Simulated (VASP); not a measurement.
# Sn (Pm-3m) in VASP: notebook, part 2 of 2

VASP 6.6.1.

## Step 3: Single point, LDA (volume scaled by 1.08)

INCAR reads:

```
PREC = Accurate ; ENCUT = 520
EDIFF = 1E-6 ; ISMEAR = -1
SIGMA = 0.1 ; LREAL = False
LASPH = True ; NELM = 60
ALGO = Normal ; ISIF = 2
LWAVE = False ; LCHARG = False
NBANDS = 13
```

KPOINTS reads:

```
Automatic mesh
0
Gamma
  12 12 12
```

POSCAR reads:

```
Sn
1.0
    3.0792906918      0.0000000000      0.0000000000
    0.0000000000      3.0792906918      0.0000000000
    0.0000000000      0.0000000000      3.0792906918
Sn
1
Direct
    0.0000000000      0.0000000000      0.0000000000
```

Potentials or basis: VASP PAW LDA potentials, release 64 (Sn_d).

Run with:

```bash
$ cat potpaw_LDA.64/Sn_d/POTCAR > POTCAR
$ mpirun -np 1 vasp_std > vasp.out
```

OUTCAR:

```text
PREC = Accurate
   ENCUT = 520
   EDIFF = 1E-6
   ISMEAR = -1
   LREAL = False
   LASPH = True
   NELM = 60
   ISIF = 2

 ion  position               nearest neighbor table
   1  0.000  0.000  0.000-

  LATTYP: Found a simple cubic cell.
 ALAT       =     3.0792906918

  Lattice vectors:

 A1 = (   3.0792906918,   0.0000000000,   0.0000000000)
 A2 = (   0.0000000000,   3.0792906918,   0.0000000000)
 A3 = (   0.0000000000,   0.0000000000,   3.0792906918)

Analysis of symmetry for initial positions (statically):
=====================================================================
 Subroutine PRICEL returns:
 Original cell was already a primitive cell.

 Routine SETGRP: Setting up the symmetry group for a
 simple cubic supercell.

 Subroutine GETGRP returns: Found 48 space group operations
 (whereof 48 operations were pure point group operations)
 out of a pool of 48 trial point group operations.

The static configuration has the point symmetry O_h .

Analysis of symmetry for dynamics (positions and initial velocities):
=====================================================================
 Subroutine PRICEL returns:
 Original cell was already a primitive cell.

 Routine SETGRP: Setting up the symmetry group for a
 simple cubic supercell.

 Subroutine GETGRP returns: Found 48 space group operations
 (whereof 48 operations were pure point group operations)
 out of a pool of 48 trial point group operations.

The dynamic configuration has the point symmetry O_h .

 Subroutine INISYM returns: Found 48 space group operations
 (whereof 48 operations are pure point group operations),
 and found     1 'primitive' translations

----------------------------------------------------------------------------------------

                                     Primitive cell

  volume of cell :      29.1979

  direct lattice vectors                    reciprocal lattice vectors
     3.079290692  0.000000000  0.000000000     0.324750113  0.000000000  0.000000000
     0.000000000  3.079290692  0.000000000     0.000000000  0.324750113  0.000000000
     0.000000000  0.000000000  3.079290692     0.000000000  0.000000000  0.324750113

  length of vectors
     3.079290692  3.079290692  3.079290692     0.324750113  0.324750113  0.324750113

  position of ions in fractional coordinates (direct lattice)
     0.000000000  0.000000000  0.000000000

  ion indices of the primitive-cell ions
   primitive index   ion index
                 1           1

----------------------------------------------------------------------------------------

 KPOINTS: Automatic mesh

Automatic generation of k-mesh.
 Grid dimensions read from file:
 generate k-points for:   12   12   12

 Generating k-lattice:

  Cartesian coordinates                     Fractional coordinates (reciprocal lattice)
     0.027062509  0.000000000  0.000000000     0.083333333  0.000000000  0.000000000
     0.000000000  0.027062509  0.000000000     0.000000000  0.083333333  0.000000000
     0.000000000  0.000000000  0.027062509     0.000000000  0.000000000  0.083333333

  Length of vectors
     0.027062509  0.027062509  0.027062509

  Shift w.r.t. Gamma in fractional coordinates (k-lattice)
     0.000000000  0.000000000  0.000000000

 Subroutine IBZKPT returns following result:
 ===========================================

 Found     84 irreducible k-points:

 Following reciprocal coordinates:
            Coordinates               Weight
  0.000000  0.000000  0.000000      1.000000
  0.083333  0.000000  0.000000      6.000000
  0.166667  0.000000  0.000000      6.000000
  0.250000  0.000000  0.000000      6.000000
  0.333333  0.000000  0.000000      6.000000
  0.416667  0.000000  0.000000      6.000000
[... 16 lines left out ...]
  0.333333  0.333333  0.000000     12.000000
  0.416667  0.333333  0.000000     24.000000
 [... further k-points ...]
   k-points           NKPTS =     84   k-points in BZ     NKDIM =     84   number of bands    NBANDS=     13
   number of dos      NEDOS =    301   number of ions     NIONS =      1
   total plane-waves  NPLWV =  13824
   dimension x,y,z NGX =    24 NGY =   24 NGZ =   24
   dimension x,y,z NGXF=    48 NGYF=   48 NGZF=   48
   ions per type =               1
   NGX,Y,Z   is equivalent  to a cutoff of  12.96, 12.96, 12.96 a.u.
   NGXF,Y,Z  is equivalent  to a cutoff of  25.91, 25.91, 25.91 a.u.
 SYSTEM =  unknown system
   PREC   = accura    normal or accurate (medium, high low for compatibility)
   ISTART =      0    job   : 0-new  1-cont  2-samecut
   ICHARG =      2    charge: 1-file 2-atom 10-const
   ISPIN  =      1    spin polarized calculation?
   LNONCOLLINEAR =      F non collinear calculations
   LSORBIT =      F    spin-orbit coupling
   LASPH  =      T    aspherical Exc in radial PAW
   ENCUT  =  520.0 eV  38.22 Ry    6.18 a.u.   5.73  5.73  5.73*2*pi/ulx,y,z
   NELM   =     60;   NELMIN=  2; NELMDL= -5     # of ELM steps
   EDIFF  = 0.1E-05   stopping-criterion for ELM
   LREAL  =      F    real-space projection
   EDIFFG = 0.1E-04   stopping-criterion for IOM
   NSW    =      0    number of steps for IOM
   IBRION =     -1    ionic relax: 0-MD 1-quasi-New 2-CG
   NFREE  =      0    steps in history (QN), initial steepest desc. (CG)
   ISIF   =      2    stress and relaxation
   ISYM   =      2    0-nonsym 1-usesym 2-fastsym
   POTIM  = 0.5000    time-step for ionic-motion
   TEBEG  =    0.0;   TEEND  =   0.0 temperature during run
   PSTRESS=    0.0 pullay stress
   NELECT =      14.0000    total number of electrons
   NUPDOWN=      -1.0000    fix difference up-down
   EMIN   =  10.00;   EMAX   =-10.00  energy-range for DOS
   EFERMI =   0.00;   METHOD = LEGACY
   ISMEAR =    -1;   SIGMA  =   0.10  broadening in eV -4-tet -1-fermi 0-gaus
   EFERMI_NEDOS =   21; number of points for ismear=-14 and -15
   IALGO  =     38    algorithm
   IMIX   =      4    mixing-type and parameters
     AMIX     =   0.40;   BMIX     =  1.00
     AMIX_MAG =   1.60;   BMIX_MAG =  1.00
  volume/ion in A,a.u.               =      29.20       197.04
  Fermi-wavevector in a.u.,A,eV,Ry     =   1.281347  2.421395 22.338734  1.641851
  Thomas-Fermi vector in A             =   2.413722
   LORBIT       =      0    0 simple, 1 ext, 2 COOP (PROOUT), +10 PAW based schemes
   GGA     = CA    functional components
   LHFCALC =     F    Hartree Fock is set to
   AEXX    =    0.0000 exact exchange contribution
   IVDW    =     0    specifies the selected vdW correction
   LEPSILON=     F    determine dielectric tensor
   LRPA    =     F    only Hartree local field effects (RPA)
 non-spin polarized calculation
  energy-cutoff  :      520.00
  volume of cell :       29.20
 maximum number of plane-waves:       840
 NGX is ok and might be reduce to    24
   NGX = 11   NGY = 11   NGZ = 11

 number of electron      13.9999999 magnetization

 Free energy of the ion-electron system (eV)
  ---------------------------------------------------
  ext. energy  EPLUGINS =         0.00000000
  ---------------------------------------------------
  free energy    TOTEN  =        -4.42877983 eV

  energy without entropy =       -4.40401439  energy(sigma->0) =       -4.41639711

 E-fermi :   6.7813     XC(G=0): -10.1648

 val. band max:        6.7811848712   @ k =   0.2500   0.1667   0.0000
 cond. band min:       6.8217984319   @ k =   0.4167   0.4167   0.3333
 fundamental gap:      0.0406135608
 Fermi energy:         6.7813461878

 k-point     1 :       0.0000    0.0000    0.0000
  band No.  band energies     occupation
      1     -14.7308      2.00000
      2     -14.7308      2.00000
      3     -14.3527      2.00000
      4     -14.3527      2.00000
      5     -14.3527      2.00000
      6      -3.9273      2.00000
      7      11.9836      0.00000
      8      11.9836      0.00000
      9      11.9836      0.00000
     10      15.4660      0.00000
     11      15.4660      0.00000
     12      16.6431      0.00000
     13      26.7312      0.00000

 k-point     2 :       0.0833    0.0000    0.0000
  band No.  band energies     occupation
      1     -14.7296      2.00000
      2     -14.7108      2.00000
      3     -14.3594      2.00000
      4     -14.3594      2.00000
      5     -14.3522      2.00000
      6      -3.8180      2.00000
      7      10.6507      0.00000
      8      12.0997      0.00000
      9      12.0997      0.00000
     10      15.5483      0.00000
     11      16.1306      0.00000
[... 339 lines left out ...]
 k-point    24 :       0.4167    0.3333    0.0000
  band No.  band energies     occupation
      1     -14.5943      2.00000
      2     -14.5433      2.00000
      3     -14.4359      2.00000
      4     -14.4166      2.00000
      5     -14.3158      2.00000
      6       0.2704      2.00000
      7       4.4838      2.00000
      8       6.7639      1.08720
      9      11.8549      0.00000
     10      15.9203      0.00000
     11      19.2822      0.00000
     12      21.1106      0.00000
     13      21.9814      0.00000

 [... further k-points ...]
[... 5 lines left out ...]
  --------------------------------------------------------------------------------------
  -------------------------------------------------------------------------------------
  Total       -0.6278472     -0.6278472     -0.6278472     -0.0000000      0.0000000     -0.0000000
  in kB      -34.4518455    -34.4518455    -34.4518455     -0.0000000      0.0000000     -0.0000000
  external PRESSURE =     -34.4518455 kB  Pullay stress =       0.0000000 kB

 VOLUME and BASIS-vectors are now :
 -----------------------------------------------------------------------------
  energy-cutoff  :      520.00
  volume of cell :       29.20
      direct lattice vectors                 reciprocal lattice vectors
     3.079290692  0.000000000  0.000000000     0.324750113  0.000000000  0.000000000
     0.000000000  3.079290692  0.000000000     0.000000000  0.324750113  0.000000000
     0.000000000  0.000000000  3.079290692     0.000000000  0.000000000  0.324750113

 POSITION                                       TOTAL-FORCE (eV/Angst)
 -----------------------------------------------------------------------------------
      0.00000      0.00000      0.00000         0.000000      0.000000      0.000000
 -----------------------------------------------------------------------------------
    total drift:                                0.000000     -0.000000      0.000000

  FREE ENERGIE OF THE ION-ELECTRON SYSTEM (eV)
  ---------------------------------------------------
  free  energy   TOTEN  =        -4.4287798300 eV

  energy  without entropy=       -4.4040143921  energy(sigma->0) =       -4.41639711
```

stdout:

```text
POSCAR found type information on POSCAR Sn
 POSCAR found :  1 types and       1 ions
 scaLAPACK will be used
 LDA part: xc-table for (Slater(with rela. corr.)+CA(PZ))
 , standard interpolation
 POSCAR, INCAR and KPOINTS ok, starting setup
 FFT: planning ... GRIDC
 FFT: planning ... GRID_SOFT
 FFT: planning ... GRID
 WAVECAR not read
 entering main loop
```

Wall time 21 s (1 thread of Intel Xeon 8259CL, shared host); peak memory 0.15 GiB.

Results:

| Property | Result |
| --- | --- |
| Free energy | -4.4288 eV |
| Pressure | -3.4 GPa |
| Band gap on the k mesh | zero (band 7 reaches 11.98 eV, above the bottom of band 8 at 4.64 eV) |

Levels at points of the mesh, in eV from the Fermi level:
| k point | band 3 | band 4 | band 5 | band 6 | band 7 | band 8 | band 9 | band 10 | band 11 | band 12 |
| --- | --- | --- | --- | --- | --- | --- | --- | --- | --- | --- |
| (0.00, 0.00, 0.00) | -21.13 | -21.13 | -21.13 | -10.71 | 5.20 | 5.20 | 5.20 | 8.68 | 8.68 | 9.86 |
| (0.50, 0.00, 0.00) | -21.23 | -21.21 | -21.13 | -7.76 | -4.51 | 7.68 | 7.68 | 11.49 | 11.56 | 12.01 |
| (0.50, 0.50, 0.00) | -21.22 | -21.22 | -21.01 | -4.64 | -2.14 | -2.14 | 2.93 | 10.34 | 14.13 | 14.13 |
| (0.50, 0.50, 0.50) | -21.35 | -21.01 | -21.01 | -1.06 | 0.12 | 0.12 | 0.12 | 5.92 | 5.92 | 5.92 |

Caveat: spin-orbit coupling is left out, which moves the levels of the heavy elements.

## Step 4: Single point, LDA (volume scaled by 1.12)

INCAR reads:

```
  PREC = Accurate
  ENCUT = 520
  EDIFF = 1E-6
  ISMEAR = -1
  SIGMA = 0.1
  LREAL = False
  LASPH = True
  NELM = 80
  ALGO = Normal
  ISIF = 2
  LWAVE = False
  LCHARG = False
  NBANDS = 13
```

KPOINTS is that of step 3.

POSCAR reads:

```
Sn
1.0
    3.1168467187      0.0000000000      0.0000000000
    0.0000000000      3.1168467187      0.0000000000
    0.0000000000      0.0000000000      3.1168467187
Sn
1
Direct
    0.0000000000      0.0000000000      0.0000000000
```

Run with:

```bash
$ cat potpaw_LDA.64/Sn_d/POTCAR > POTCAR
$ mpirun -np 1 vasp_std > vasp.out
```

Run time: 21 s. Hardware: 1 thread of Intel Xeon 8259CL, shared host; peak memory 0.15 GiB.

The run converged. Its results:

| Quantity | Value |
| --- | --- |
| Free energy | -4.4011 eV |
| Pressure | -4.8 GPa |
| Band gap on the k mesh | zero (band 7 reaches 11.43 eV, above the bottom of band 8 at 4.33 eV) |

Levels at points of the mesh, in eV from the Fermi level:
| k point | band 3 | band 4 | band 5 | band 6 | band 7 | band 8 | band 9 | band 10 | band 11 | band 12 |
| --- | --- | --- | --- | --- | --- | --- | --- | --- | --- | --- |
| (0.00, 0.00, 0.00) | -21.13 | -21.13 | -21.13 | -10.46 | 5.06 | 5.06 | 5.06 | 8.55 | 8.55 | 9.58 |
| (0.50, 0.00, 0.00) | -21.21 | -21.19 | -21.12 | -7.66 | -4.32 | 7.41 | 7.41 | 11.25 | 11.40 | 11.95 |
| (0.50, 0.50, 0.00) | -21.20 | -21.20 | -21.02 | -4.70 | -2.04 | -2.04 | 2.99 | 9.90 | 13.97 | 13.97 |
| (0.50, 0.50, 0.50) | -21.32 | -21.01 | -21.01 | -1.34 | 0.13 | 0.13 | 0.13 | 5.89 | 5.89 | 5.89 |

Caveat: spin-orbit coupling is left out, which moves the levels of the heavy elements.

## Step 5: Overview

| cell | gap on the mesh (eV) | pressure (GPa) |
| --- | --- | --- |
| a = 3.041 Å, 1 atom | none | -1.8 |
| a = 3.079 Å, 1 atom | none | -3.4 |
| a = 3.117 Å, 1 atom | none | -4.8 |

Alike in all rows: task single point; level LDA; potentials or basis VASP PAW LDA potentials, release 64 (Sn_d); no spin polarisation; k mesh 12 × 12 × 12; cutoff (eV) 520; smearing fermi-dirac 0.1 eV.

Caveats: spin-orbit coupling is left out, which moves the levels of the heavy elements.

Total energies depend on the potentials used, so only differences within one code and one set of settings carry meaning.
